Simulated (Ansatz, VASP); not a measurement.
**Ca: VASP beside Ansatz**

INCAR

```
SYSTEM = Ca
ALGO = Normal
EDIFF = 1E-6
ENCUT = 520
GGA = PE
ISIF = 2
ISMEAR = 0
LASPH = .TRUE.
LCHARG = .FALSE.
LREAL = .FALSE.
LWAVE = .FALSE.
NBANDS = 11
NELM = 80
PREC = Accurate
SIGMA = 0.15
```

Contents of KPOINTS:

```
k-points
0
G
  14 14 14
  0 0 0
```

POSCAR

```
Ca
1.0
    0.0000000000      2.7942000000      2.7942000000
    2.7103740000      0.0000000000      2.7942000000
    2.7103740000      2.7942000000      0.0000000000
Ca
1
Direct
    0.0000000000      0.0000000000      0.0000000000
```

Input for Ansatz:

```yaml
crystal:
  lattice:
    - [0.0, 2.7942, 2.7942]
    - [2.710374, 0.0, 2.7942]
    - [2.710374, 2.7942, 0.0]
  atoms:
    - { symbol: Ca, position: [0.0, 0.0, 0.0] }
basis:
  ecutwfc: 420
kpoints:
  mp_grid: { grid: [14, 14, 14] }
hamiltonian:
  xc: pbe
scf:
  occupations: { method: gaussian, width: 0.15 }
output:
  forces: true
  stress: true
  eigenvalues: true
```

Change from the starting cell: strain -0.0300 x Voigt [1, 0, 0, 0, 0, 0], atoms carried along.

Alike in both runs: task single point; functional PBE; k mesh 14 × 14 × 14; occupations gaussian, width 0.15 eV; no spin polarisation.

```csv
,VASP,Ansatz
version,VASP 6.6.1,Ansatz 0.2.0
potentials or method,"VASP PAW PBE potentials, release 64 (Ca_sv), cutoff 520 eV","scalar-relativistic, plane waves, PAW"
valence electrons in the cell,10,10
```

```tsv
	VASP	Ansatz	Ansatz less VASP
gap on the k mesh at the Fermi level (eV)	none	none	-
pressure (GPa)	-0.1	-0.1	0.00
traceless stress, the component that is largest in VASP (GPa)	0.13	0.13	0.000
```

A gap of «none» marks a metal or a gap that the smearing closes. The functional is the same, so the differences come from potentials, cutoffs and numerics.
